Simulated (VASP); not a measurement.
# SrTiO3 (I4/mcm) in VASP: a series of runs, part 2 of 2

VASP 6.6.1. The steps go on from the part before.

### Step 4. Single point, PBE

This run uses another cell than the first one, of 11.84 Å³/atom.

Contents of INCAR:

```
SYSTEM = SrTiO3
ALGO = Normal
EDIFF = 1E-6
ENCUT = 520
GGA = PE
ISIF = 2
ISMEAR = 0
LASPH = .TRUE.
LCHARG = .FALSE.
LREAL = .FALSE.
LWAVE = .FALSE.
NBANDS = 51
NELM = 100
PREC = Accurate
SIGMA = 0.02
```

Contents of KPOINTS:

```
k-points
0
G
  8 8 8
  0 0 0
```

Contents of POSCAR:

```
SrTiO3
1.0
   -2.7555000000      2.7555000000      3.8980000000
    2.7555000000     -2.7555000000      3.8980000000
    2.7555000000      2.7555000000     -3.8980000000
Sr Ti O
2 2 6
Direct
    0.7500000000      0.2500000000      0.5000000000
    0.2500000000      0.7500000000      0.5000000000
    0.0000000000      0.0000000000      0.0000000000
    0.5000000000      0.5000000000      0.0000000000
    0.2500000000      0.2500000000      0.0000000000
    0.7500000000      0.7500000000      0.0000000000
    0.7267108686      0.2267108686      0.9534217372
    0.2267108686      0.2732891314      0.5000000000
    0.2732891314      0.7732891314      0.0465782628
    0.7732891314      0.7267108686      0.5000000000
```

Potentials or basis: VASP PAW PBE potentials, release 64 (Sr_sv, Ti_sv, O).

Started as:

```sh
$ cat potpaw_PBE.64/Sr_sv/POTCAR potpaw_PBE.64/Ti_sv/POTCAR potpaw_PBE.64/O/POTCAR > POTCAR
$ mpirun -np 1 vasp_std > vasp.out
```

OUTCAR:

```text
SYSTEM = SrTiO3
   EDIFF = 1E-6
   ENCUT = 520
   GGA = PE
   ISIF = 2
   ISMEAR = 0
   LASPH = .TRUE.
   LREAL = .FALSE.
   NELM = 100
   PREC = Accurate

 ion  position               nearest neighbor table
   1  0.750  0.250  0.500-   7 2.63   8 2.63   9 2.63  10 2.63   5 2.76   6 2.76   6 2.76   5 2.76
                            10 2.89   9 2.89   8 2.89   7 2.89   4 3.38   3 3.38   4 3.38   4 3.38
   2  0.250  0.750  0.500-   7 2.63   8 2.63   9 2.63  10 2.63   5 2.76   6 2.76   5 2.76   6 2.76
                             9 2.89  10 2.89   8 2.89   7 2.89   4 3.38   3 3.38   4 3.38   3 3.38
   3  0.000  0.000  0.000-   5 1.95   6 1.95   7 1.96   8 1.96   9 1.96  10 1.96   1 3.38   2 3.38
                             1 3.38   1 3.38   2 3.38   2 3.38   1 3.38   2 3.38
   4  0.500  0.500  0.000-   5 1.95   6 1.95   7 1.96   9 1.96  10 1.96   8 1.96   1 3.38   2 3.38
                             2 3.38   1 3.38   2 3.38   1 3.38   2 3.38   1 3.38
   5  0.250  0.250  0.000-   3 1.95   4 1.95   1 2.76   2 2.76   2 2.76   1 2.76
   6  0.750  0.750  0.000-   3 1.95   4 1.95   1 2.76   2 2.76   1 2.76   2 2.76
   7  0.727  0.227  0.953-   3 1.96   4 1.96   1 2.63   2 2.63   2 2.89   1 2.89
   8  0.227  0.273  0.500-   4 1.96   3 1.96   1 2.63   2 2.63   1 2.89   2 2.89
   9  0.273  0.773  0.047-   3 1.96   4 1.96   1 2.63   2 2.63   2 2.89   1 2.89
  10  0.773  0.727  0.500-   3 1.96   4 1.96   1 2.63   2 2.63   1 2.89   2 2.89

  LATTYP: Found a body centered tetragonal cell.
 ALAT       =     5.5110000000
 C/A-ratio  =     1.4146252949

  Lattice vectors:

 A1 = (  -2.7555000000,   2.7555000000,   3.8980000000)
 A2 = (   2.7555000000,  -2.7555000000,   3.8980000000)
 A3 = (   2.7555000000,   2.7555000000,  -3.8980000000)

Analysis of symmetry for initial positions (statically):
=====================================================================
 Subroutine PRICEL returns:
 Original cell was already a primitive cell.

 Routine SETGRP: Setting up the symmetry group for a
 body centered tetragonal supercell.

 Subroutine GETGRP returns: Found 16 space group operations
 (whereof  8 operations were pure point group operations)
 out of a pool of 16 trial point group operations.

The static configuration has the point symmetry C_4h.
 The point group associated with its full space group is D_4h.

Analysis of symmetry for dynamics (positions and initial velocities):
=====================================================================
 Subroutine PRICEL returns:
 Original cell was already a primitive cell.

 Routine SETGRP: Setting up the symmetry group for a
 body centered tetragonal supercell.

 Subroutine GETGRP returns: Found 16 space group operations
 (whereof  8 operations were pure point group operations)
 out of a pool of 16 trial point group operations.

The dynamic configuration has the point symmetry C_4h.
 The point group associated with its full space group is D_4h.

 Subroutine INISYM returns: Found 16 space group operations
 (whereof  8 operations are pure point group operations),
 and found     1 'primitive' translations

----------------------------------------------------------------------------------------

                                     Primitive cell

  volume of cell :     118.3866

  direct lattice vectors                    reciprocal lattice vectors
[... 87 lines left out ...]
   total plane-waves  NPLWV =  74088
   dimension x,y,z NGX =    42 NGY =   42 NGZ =   42
   dimension x,y,z NGXF=    84 NGYF=   84 NGZF=   84
   ions per type =               2   2   6
   NGX,Y,Z   is equivalent  to a cutoff of  12.67, 12.67, 12.67 a.u.
   NGXF,Y,Z  is equivalent  to a cutoff of  25.34, 25.34, 25.34 a.u.
 SYSTEM =  SrTiO3
   PREC   = accura    normal or accurate (medium, high low for compatibility)
   ISTART =      0    job   : 0-new  1-cont  2-samecut
   ICHARG =      2    charge: 1-file 2-atom 10-const
   ISPIN  =      1    spin polarized calculation?
   LNONCOLLINEAR =      F non collinear calculations
   LSORBIT =      F    spin-orbit coupling
   LASPH  =      T    aspherical Exc in radial PAW
   ENCUT  =  520.0 eV  38.22 Ry    6.18 a.u.  10.25 10.25 10.25*2*pi/ulx,y,z
   NELM   =    100;   NELMIN=  2; NELMDL= -5     # of ELM steps
   EDIFF  = 0.1E-05   stopping-criterion for ELM
   LREAL  =      F    real-space projection
   EDIFFG = 0.1E-04   stopping-criterion for IOM
   NSW    =      0    number of steps for IOM
   IBRION =     -1    ionic relax: 0-MD 1-quasi-New 2-CG
   NFREE  =      0    steps in history (QN), initial steepest desc. (CG)
   ISIF   =      2    stress and relaxation
   ISYM   =      2    0-nonsym 1-usesym 2-fastsym
   POTIM  = 0.5000    time-step for ionic-motion
   TEBEG  =    0.0;   TEEND  =   0.0 temperature during run
   PSTRESS=    0.0 pullay stress
   NELECT =      80.0000    total number of electrons
   NUPDOWN=      -1.0000    fix difference up-down
   EMIN   =  10.00;   EMAX   =-10.00  energy-range for DOS
   EFERMI =   0.00;   METHOD = LEGACY
   ISMEAR =     0;   SIGMA  =   0.02  broadening in eV -4-tet -1-fermi 0-gaus
   EFERMI_NEDOS =   21; number of points for ismear=-14 and -15
   IALGO  =     38    algorithm
   IMIX   =      4    mixing-type and parameters
     AMIX     =   0.40;   BMIX     =  1.00
     AMIX_MAG =   1.60;   BMIX_MAG =  1.00
  volume/ion in A,a.u.               =      11.84        79.89
  Fermi-wavevector in a.u.,A,eV,Ry     =   1.436605  2.714789 28.080152  2.063833
  Thomas-Fermi vector in A             =   2.555774
   LORBIT       =      0    0 simple, 1 ext, 2 COOP (PROOUT), +10 PAW based schemes
   GGA     = PE    functional components
   LHFCALC =     F    Hartree Fock is set to
   AEXX    =    0.0000 exact exchange contribution
   IVDW    =     0    specifies the selected vdW correction
   LEPSILON=     F    determine dielectric tensor
   LRPA    =     F    only Hartree local field effects (RPA)
 non-spin polarized calculation
 Gauss-broadening in eV      SIGMA  =   0.02
  energy-cutoff  :      520.00
  volume of cell :      118.39
 maximum number of plane-waves:      3250
 NGX is ok and might be reduce to    42
   NGX = 21   NGY = 21   NGZ = 21

 number of electron      80.0000005 magnetization

 Free energy of the ion-electron system (eV)
  ---------------------------------------------------
  ext. energy  EPLUGINS =         0.00000000
  ---------------------------------------------------
  free energy    TOTEN  =       -80.14076910 eV

  energy without entropy =      -80.14076910  energy(sigma->0) =      -80.14076910

 E-fermi :   4.2046     XC(G=0): -11.3027

 val. band max:        4.1094422531   @ k =  -0.1250   0.1250   0.0000
 cond. band min:       6.0737888490   @ k =   0.0000   0.0000   0.0000
 fundamental gap:      1.9643465959
 Fermi energy:         4.2046462553

 k-point     1 :       0.0000    0.0000    0.0000
  band No.  band energies     occupation
      1     -52.2898      2.00000
      2     -52.2851      2.00000
      3     -28.6070      2.00000
      4     -28.5969      2.00000
      5     -28.5969      2.00000
      6     -28.5398      2.00000
[... 1285 lines left out ...]
     50      11.2736      0.00000
     51      11.8523      0.00000

 [... further k-points ...]

------------------------ aborting loop because EDIFF is reached ----------------------------------------

  FORCE on cell =-STRESS in cart. coord.  units (eV):
  Direction    XX          YY          ZZ          XY          YZ          ZX
  --------------------------------------------------------------------------------------
  -------------------------------------------------------------------------------------
  Total        3.9486610      3.9486610      4.9511519      0.0000000      0.0000000      0.0000000
  in kB       53.4389331     53.4389331     67.0060748      0.0000000      0.0000000      0.0000000
  external PRESSURE =      57.9613136 kB  Pullay stress =       0.0000000 kB

 VOLUME and BASIS-vectors are now :
 -----------------------------------------------------------------------------
  energy-cutoff  :      520.00
  volume of cell :      118.39
      direct lattice vectors                 reciprocal lattice vectors
    -2.755500000  2.755500000  3.898000000     0.000000000  0.181455271  0.128270908
     2.755500000 -2.755500000  3.898000000     0.181455271  0.000000000  0.128270908
     2.755500000  2.755500000 -3.898000000     0.181455271  0.181455271  0.000000000

 POSITION                                       TOTAL-FORCE (eV/Angst)
 -----------------------------------------------------------------------------------
     -0.00000      2.75550      1.94900        -0.000000      0.000000      0.000000
      2.75550     -0.00000      1.94900        -0.000000      0.000000      0.000000
      0.00000      0.00000      0.00000        -0.000000      0.000000      0.000000
      0.00000      0.00000      3.89800        -0.000000      0.000000      0.000000
      0.00000      0.00000      1.94900        -0.000000      0.000000      0.000000
      0.00000      0.00000      5.84700        -0.000000      0.000000      0.000000
      1.24940      4.00490      0.00000         0.002927      0.002927      0.000000
      1.50610      1.24940     -0.00000        -0.002927      0.002927     -0.000000
      1.50610     -1.24940      3.89800        -0.002927     -0.002927      0.000000
      1.24940      1.50610      3.89800         0.002927     -0.002927      0.000000
 -----------------------------------------------------------------------------------
    total drift:                               -0.000000     -0.000000      0.000000

  FREE ENERGIE OF THE ION-ELECTRON SYSTEM (eV)
  ---------------------------------------------------
  free  energy   TOTEN  =       -80.1407691029 eV

  energy  without entropy=      -80.1407691029  energy(sigma->0) =      -80.14076910
```

It took 8.5 min on 1 thread of Oxide Virtual Turin-like, shared host; peak memory 0.42 GiB.

What came out:

```yaml
Free_energy: -80.1408 eV
Pressure: 5.8 GPa
Largest_force: 0.004 eV/Å
Band_gap_on_the_k_mesh: 1.96 eV (least direct gap 1.97 eV)
```

Forces on the atoms (eV/Å):
```
Sr   0.000  0.000  0.000
Sr   0.000  0.000  0.000
Ti   0.000  0.000  0.000
Ti   0.000  0.000  0.000
O    0.000  0.000  0.000
O    0.000  0.000  0.000
O    0.003  0.003  0.000
O   -0.003  0.003  0.000
O   -0.003 -0.003  0.000
O    0.003 -0.003  0.000
```

Caveat: the cell stands under pressure. A k mesh can miss the band edges.

### Step 5. Summary

```tsv
cell	gap on the mesh (eV)	pressure (GPa)	largest force (eV/Å)
a = 5.459 Å, angles 120.3, 120.3, 89.5°, 10 atoms, atomic positions A	2.08	12.6	0.01
a = 5.514 Å, angles 120.2, 120.2, 89.6°, 10 atoms, atomic positions B	1.98	6.1	0.01
a = 5.512 Å, angles 120.0, 120.0, 90.0°, 10 atoms, atomic positions C	1.96	5.8	-
```

Alike in all rows: task single point; level PBE; potentials or basis VASP PAW PBE potentials, release 64 (Sr_sv, Ti_sv, O); no spin polarisation; k mesh 8 × 8 × 8; cutoff (eV) 520; smearing gaussian 0.02 eV.

Caveats: the cell stands under pressure.

Absolute energies hang on the potentials; compare differences alone.
